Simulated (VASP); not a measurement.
# TaGe3Pt2 (P-4m2) in VASP: a series of runs, part 2 of 2

VASP 6.6.1.

**3. Single point, PBE**

This run uses another cell than the first one, of 18.96 Å³/atom.

The input, INCAR:

```
SYSTEM = TaGe3Pt2
PREC = Accurate
ENCUT = 520
EDIFF = 1E-6
ISMEAR = 0
SIGMA = 0.1
LREAL = .False.
LASPH = .True.
NELM = 60
ALGO = Normal
ISIF = 2
LWAVE = .False.
LCHARG = .True.
GGA = PE
LELF = .True.
LVHAR = .True.
NBANDS = 46
```

The input, KPOINTS:

```
Automatic mesh
0
Gamma
  8 8 6
  0 0 0
```

The input, POSCAR:

```
TaGe3Pt2
1.0
    4.3647089274      0.0000000000      0.0000000000
    0.0000000000      4.3647089274      0.0000000000
    0.0000000000      0.0000000000      5.9711032850
Ta Ge Pt
1 3 2
Direct
    0.5000000000      0.5000000000      0.0000000000
    0.0000000000      0.0000000000      0.0000000000
    0.5000000000      0.5000000000      0.5000000000
    0.0000000000      0.0000000000      0.5000000000
    0.5000000000      0.0000000000      0.7643175124
    0.0000000000      0.5000000000      0.2356824876
```

Potentials or basis: VASP PAW PBE potentials, release 64 (Ta_pv, Ge_d, Pt).

Command:

```console
cat potpaw_PBE.64/Ta_pv/POTCAR potpaw_PBE.64/Ge_d/POTCAR potpaw_PBE.64/Pt/POTCAR > POTCAR
mpirun -np 1 vasp_std > vasp.out
```

OUTCAR:

```text
SYSTEM = TaGe3Pt2
   PREC = Accurate
   ENCUT = 520
   EDIFF = 1E-6
   ISMEAR = 0
   LREAL = .False.
   LASPH = .True.
   NELM = 60
   ISIF = 2
   GGA = PE

 ion  position               nearest neighbor table
   1  0.500  0.500  0.000-   5 2.60   6 2.60   5 2.60   6 2.60   3 2.99   3 2.99   2 3.09   2 3.09
                             2 3.09   2 3.09
   2  0.000  0.000  0.000-   5 2.60   6 2.60   6 2.60   5 2.60   1 3.09   1 3.09   1 3.09   1 3.09

   3  0.500  0.500  0.500-   5 2.69   6 2.69   5 2.69   6 2.69   1 2.99   1 2.99
   4  0.000  0.000  0.500-   5 2.69   6 2.69   6 2.69   5 2.69
   5  0.500  0.000  0.764-   1 2.60   2 2.60   1 2.60   2 2.60   3 2.69   3 2.69   4 2.69   4 2.69

   6  0.000  0.500  0.236-   1 2.60   2 2.60   2 2.60   1 2.60   3 2.69   4 2.69   4 2.69   3 2.69

  LATTYP: Found a simple tetragonal cell.
 ALAT       =     4.3647089274
 C/A-ratio  =     1.3680415772

  Lattice vectors:

 A1 = (   4.3647089274,   0.0000000000,   0.0000000000)
 A2 = (   0.0000000000,   4.3647089274,   0.0000000000)
 A3 = (   0.0000000000,   0.0000000000,   5.9711032850)

Analysis of symmetry for initial positions (statically):
=====================================================================
 Subroutine PRICEL returns:
 Original cell was already a primitive cell.

 Routine SETGRP: Setting up the symmetry group for a
 simple tetragonal supercell.

 Subroutine GETGRP returns: Found  8 space group operations
 (whereof  8 operations were pure point group operations)
 out of a pool of 16 trial point group operations.

The static configuration has the point symmetry D_2d.

Analysis of symmetry for dynamics (positions and initial velocities):
=====================================================================
 Subroutine PRICEL returns:
 Original cell was already a primitive cell.

 Routine SETGRP: Setting up the symmetry group for a
 simple tetragonal supercell.

 Subroutine GETGRP returns: Found  8 space group operations
 (whereof  8 operations were pure point group operations)
 out of a pool of 16 trial point group operations.

The dynamic configuration has the point symmetry D_2d.

 Subroutine INISYM returns: Found  8 space group operations
 (whereof  8 operations are pure point group operations),
 and found     1 'primitive' translations

----------------------------------------------------------------------------------------

                                     Primitive cell

  volume of cell :     113.7536

  direct lattice vectors                    reciprocal lattice vectors
     4.364708927  0.000000000  0.000000000     0.229110352  0.000000000  0.000000000
     0.000000000  4.364708927  0.000000000     0.000000000  0.229110352  0.000000000
     0.000000000  0.000000000  5.971103285     0.000000000  0.000000000  0.167473238

  length of vectors
     4.364708927  4.364708927  5.971103285     0.229110352  0.229110352  0.167473238

  position of ions in fractional coordinates (direct lattice)
     0.500000000  0.500000000  0.000000000
     0.000000000  0.000000000  0.000000000
     0.500000000  0.500000000  0.500000000
     0.000000000  0.000000000  0.500000000
[... 37 lines left out ...]

 Following reciprocal coordinates:
            Coordinates               Weight
  0.000000  0.000000  0.000000      1.000000
  0.125000  0.000000  0.000000      4.000000
  0.250000  0.000000  0.000000      4.000000
  0.375000  0.000000  0.000000      4.000000
  0.500000  0.000000  0.000000      2.000000
  0.125000  0.125000  0.000000      4.000000
[... 16 lines left out ...]
  0.375000  0.125000  0.166667     16.000000
  0.500000  0.125000  0.166667      8.000000
 [... further k-points ...]
   k-points           NKPTS =     60   k-points in BZ     NKDIM =     60   number of bands    NBANDS=     46
   number of dos      NEDOS =    301   number of ions     NIONS =      6
   total plane-waves  NPLWV =  49152
   dimension x,y,z NGX =    32 NGY =   32 NGZ =   48
   dimension x,y,z NGXF=    64 NGYF=   64 NGZF=   96
   ions per type =               1   3   2
   NGX,Y,Z   is equivalent  to a cutoff of  12.19, 12.19, 13.36 a.u.
   NGXF,Y,Z  is equivalent  to a cutoff of  24.38, 24.38, 26.73 a.u.
 SYSTEM =  TaGe3Pt2
   PREC   = accura    normal or accurate (medium, high low for compatibility)
   ISTART =      0    job   : 0-new  1-cont  2-samecut
   ICHARG =      2    charge: 1-file 2-atom 10-const
   ISPIN  =      1    spin polarized calculation?
   LNONCOLLINEAR =      F non collinear calculations
   LSORBIT =      F    spin-orbit coupling
   LASPH  =      T    aspherical Exc in radial PAW
   ENCUT  =  520.0 eV  38.22 Ry    6.18 a.u.   8.12  8.12 11.10*2*pi/ulx,y,z
   NELM   =     60;   NELMIN=  2; NELMDL= -5     # of ELM steps
   EDIFF  = 0.1E-05   stopping-criterion for ELM
   LREAL  =      F    real-space projection
   EDIFFG = 0.1E-04   stopping-criterion for IOM
   NSW    =      0    number of steps for IOM
   IBRION =     -1    ionic relax: 0-MD 1-quasi-New 2-CG
   NFREE  =      0    steps in history (QN), initial steepest desc. (CG)
   ISIF   =      2    stress and relaxation
   ISYM   =      2    0-nonsym 1-usesym 2-fastsym
   POTIM  = 0.5000    time-step for ionic-motion
   TEBEG  =    0.0;   TEEND  =   0.0 temperature during run
   PSTRESS=    0.0 pullay stress
   NELECT =      73.0000    total number of electrons
   NUPDOWN=      -1.0000    fix difference up-down
   EMIN   =  10.00;   EMAX   =-10.00  energy-range for DOS
   EFERMI =   0.00;   METHOD = LEGACY
   ISMEAR =     0;   SIGMA  =   0.10  broadening in eV -4-tet -1-fermi 0-gaus
   EFERMI_NEDOS =   21; number of points for ismear=-14 and -15
   IALGO  =     38    algorithm
   IMIX   =      4    mixing-type and parameters
     AMIX     =   0.40;   BMIX     =  1.00
     AMIX_MAG =   1.60;   BMIX_MAG =  1.00
  volume/ion in A,a.u.               =      18.96       127.94
  Fermi-wavevector in a.u.,A,eV,Ry     =   1.412085  2.668453 27.129787  1.993983
  Thomas-Fermi vector in A             =   2.533870
   LORBIT       =      0    0 simple, 1 ext, 2 COOP (PROOUT), +10 PAW based schemes
   GGA     = PE    functional components
   LHFCALC =     F    Hartree Fock is set to
   AEXX    =    0.0000 exact exchange contribution
   IVDW    =     0    specifies the selected vdW correction
   LEPSILON=     F    determine dielectric tensor
   LRPA    =     F    only Hartree local field effects (RPA)
 non-spin polarized calculation
 Gauss-broadening in eV      SIGMA  =   0.10
  energy-cutoff  :      520.00
  volume of cell :      113.75
 maximum number of plane-waves:      3112
   NGX = 17   NGY = 17   NGZ = 23

 number of electron      72.9999970 magnetization

 Free energy of the ion-electron system (eV)
  ---------------------------------------------------
  ext. energy  EPLUGINS =         0.00000000
  ---------------------------------------------------
  free energy    TOTEN  =       -39.74049775 eV

  energy without entropy =      -39.73291894  energy(sigma->0) =      -39.73670834

 E-fermi :   7.3663     XC(G=0): -11.5075

 val. band max:        7.3188590200   @ k =   0.3750   0.2500   0.0000
 cond. band min:       7.3717346475   @ k =   0.2500   0.2500   0.3333
 fundamental gap:      0.0528756275
 Fermi energy:         7.3663454639

 k-point     1 :       0.0000    0.0000    0.0000
  band No.  band energies     occupation
      1     -28.0318      2.00000
      2     -28.0318      2.00000
      3     -27.9716      2.00000
      4     -17.5899      2.00000
      5     -17.5635      2.00000
      6     -17.5635      2.00000
[... 1165 lines left out ...]
     45      12.3361      0.00000
     46      12.6138      0.00000

 [... further k-points ...]

------------------------ aborting loop because EDIFF is reached ----------------------------------------

  FORCE on cell =-STRESS in cart. coord.  units (eV):
  Direction    XX          YY          ZZ          XY          YZ          ZX
  --------------------------------------------------------------------------------------
  -------------------------------------------------------------------------------------
  Total        0.0022140      0.0022140      0.0098827      0.0000000     -0.0000000      0.0000000
  in kB        0.0311835      0.0311835      0.1391947      0.0000000     -0.0000000      0.0000000
  external PRESSURE =       0.0671872 kB  Pullay stress =       0.0000000 kB

 VOLUME and BASIS-vectors are now :
 -----------------------------------------------------------------------------
  energy-cutoff  :      520.00
  volume of cell :      113.75
      direct lattice vectors                 reciprocal lattice vectors
     4.364708927  0.000000000  0.000000000     0.229110352  0.000000000  0.000000000
     0.000000000  4.364708927  0.000000000     0.000000000  0.229110352  0.000000000
     0.000000000  0.000000000  5.971103285     0.000000000  0.000000000  0.167473238

 POSITION                                       TOTAL-FORCE (eV/Angst)
 -----------------------------------------------------------------------------------
      2.18235      2.18235      0.00000         0.000000      0.000000      0.000000
      0.00000      0.00000      0.00000         0.000000      0.000000      0.000000
      2.18235      2.18235      2.98555         0.000000     -0.000000      0.000000
      0.00000      0.00000      2.98555         0.000000      0.000000      0.000000
      2.18235      0.00000      4.56382         0.000000      0.000000     -0.002513
      0.00000      2.18235      1.40728         0.000000      0.000000      0.002513
 -----------------------------------------------------------------------------------
    total drift:                                0.000000      0.000000     -0.000000

  FREE ENERGIE OF THE ION-ELECTRON SYSTEM (eV)
  ---------------------------------------------------
  free  energy   TOTEN  =       -39.7404977478 eV

  energy  without entropy=      -39.7329189362  energy(sigma->0) =      -39.73670834
```

Run time: 6.6 min. Hardware: 1 thread of Intel Xeon 8259CL, shared host; peak memory 0.41 GiB.

What came out:

```yaml
Free_energy: -39.7405 eV
Pressure: 0.0 GPa
Band_gap_on_the_k_mesh: zero (an odd number of electrons rules out a gap without spin polarisation)
```

Forces on the atoms (eV/Å):
```
Ta   0.000  0.000  0.000
Ge   0.000  0.000  0.000
Ge   0.000  0.000  0.000
Ge   0.000  0.000  0.000
Pt   0.000  0.000 -0.003
Pt   0.000  0.000  0.003
```

Levels at points of the mesh, in eV from the Fermi level:
```
           k point  band 33  band 34  band 35  band 36  band 37  band 38  band 39  band 40
(0.00, 0.00, 0.00)    -2.69    -2.48    -0.42    -0.29    -0.29     1.04     1.52     2.00
(0.50, 0.00, 0.00)    -2.71    -2.29    -1.16    -0.66     0.37     1.05     1.29     1.79
(0.50, 0.50, 0.00)    -3.51    -2.32    -2.32    -1.52    -0.75     0.67     0.99     0.99
(0.00, 0.00, 0.50)    -2.25    -2.11    -1.76    -0.22    -0.22     1.10     1.25     1.57
(0.50, 0.00, 0.50)    -1.79    -1.62    -0.74    -0.74     0.32     0.49     1.60     1.62
(0.50, 0.50, 0.50)    -3.89    -3.83    -1.84    -1.84     1.19     1.28     1.46     1.46
```

Caveat: spin-orbit coupling is left out, which moves the levels of the heavy elements; an odd number of electrons without spin polarisation forces a metal; a magnetic or distorted state may lie lower.

**4. Single point, PBE**

This run uses another cell than the first one, of 18.96 Å³/atom.

The input, INCAR:

```
PREC = Accurate
ENCUT = 520
EDIFF = 1E-6
ISMEAR = 0
SIGMA = 0.1
LREAL = F
LASPH = T
NELM = 80
ALGO = Normal
ISIF = 2
LWAVE = F
LCHARG = F
GGA = PE
NBANDS = 46
```

The input, KPOINTS:

```
Automatic mesh
0
Gamma
  8 8 6
```

The input, POSCAR:

```
TaGe3Pt2
1.0
    4.3647077890      0.0000000000      0.0000000000
    0.0000000000      4.3647077890      0.0000000000
    0.0000000000      0.0000000000      5.9715925892
Ta Ge Pt
1 3 2
Direct
    0.5000000000      0.5000000000      0.0000000000
    0.0000000000      0.0000000000      0.0000000000
    0.5000000000      0.5000000000      0.5000000000
    0.0000000000      0.0000000000      0.5000000000
    0.5000000000      0.0000000000      0.7642640928
    0.0000000000      0.5000000000      0.2357359072
```

Command:

```console
cat potpaw_PBE.64/Ta_pv/POTCAR potpaw_PBE.64/Ge_d/POTCAR potpaw_PBE.64/Pt/POTCAR > POTCAR
mpirun -np 1 vasp_std > vasp.out
```

Wall time 6.7 min (1 thread of Intel Xeon 8259CL, shared host); peak memory 0.41 GiB.

It converged, with:

```
Free energy            : -39.7405 eV
Pressure               : 0.0 GPa
Band gap on the k mesh : zero (an odd number of electrons rules out a gap without spin polarisation)
```

Forces in eV/Å, atoms in the order of the input:
```
Ta   0.000  0.000  0.000
Ge   0.000  0.000  0.000
Ge   0.000  0.000  0.000
Ge   0.000  0.000  0.000
Pt   0.000  0.000  0.002
Pt   0.000  0.000 -0.002
```

Levels at points of the mesh, in eV from the Fermi level:
| k point | band 32 | band 33 | band 34 | band 35 | band 36 | band 37 | band 38 | band 39 | band 40 | band 41 |
| --- | --- | --- | --- | --- | --- | --- | --- | --- | --- | --- |
| (0.00, 0.00, 0.00) | -2.69 | -2.69 | -2.48 | -0.42 | -0.29 | -0.29 | 1.04 | 1.52 | 1.99 | 2.66 |
| (0.50, 0.00, 0.00) | -3.51 | -2.71 | -2.29 | -1.16 | -0.66 | 0.37 | 1.05 | 1.29 | 1.79 | 2.13 |
| (0.50, 0.50, 0.00) | -3.73 | -3.51 | -2.32 | -2.32 | -1.52 | -0.75 | 0.67 | 0.99 | 0.99 | 1.30 |
| (0.00, 0.00, 0.50) | -2.25 | -2.25 | -2.11 | -1.76 | -0.22 | -0.22 | 1.10 | 1.25 | 1.57 | 2.16 |
| (0.50, 0.00, 0.50) | -3.91 | -1.79 | -1.62 | -0.74 | -0.74 | 0.32 | 0.49 | 1.60 | 1.61 | 2.15 |
| (0.50, 0.50, 0.50) | -3.88 | -3.88 | -3.83 | -1.84 | -1.84 | 1.19 | 1.28 | 1.45 | 1.45 | 1.65 |

Caveat: spin-orbit coupling is left out, which moves the levels of the heavy elements; an odd number of electrons without spin polarisation forces a metal; a magnetic or distorted state may lie lower.

**5. Overview**

```csv
cell,gap on the mesh (eV),pressure (GPa)
"a = 4.185, b = 4.185, c = 5.715 Å, 6 atoms, atomic positions A",none,24.2
"a = 4.365, b = 4.365, c = 5.971 Å, 6 atoms, atomic positions B",none,0.0
"a = 4.365, b = 4.365, c = 5.972 Å, 6 atoms, atomic positions B",none,0.0
```

Alike in all rows: task single point; level PBE; potentials or basis VASP PAW PBE potentials, release 64 (Ta_pv, Ge_d, Pt); no spin polarisation; k mesh 8 × 8 × 6; cutoff (eV) 520; smearing gaussian 0.1 eV.

Caveats: spin-orbit coupling is left out, which moves the levels of the heavy elements; an odd number of electrons without spin polarisation forces a metal; a magnetic or distorted state may lie lower; the cell stands under pressure (at least some runs).

Absolute energies hang on the potentials; compare differences alone.

The gap in the log of VASP goes by the Fermi energy; the results here count the filled bands.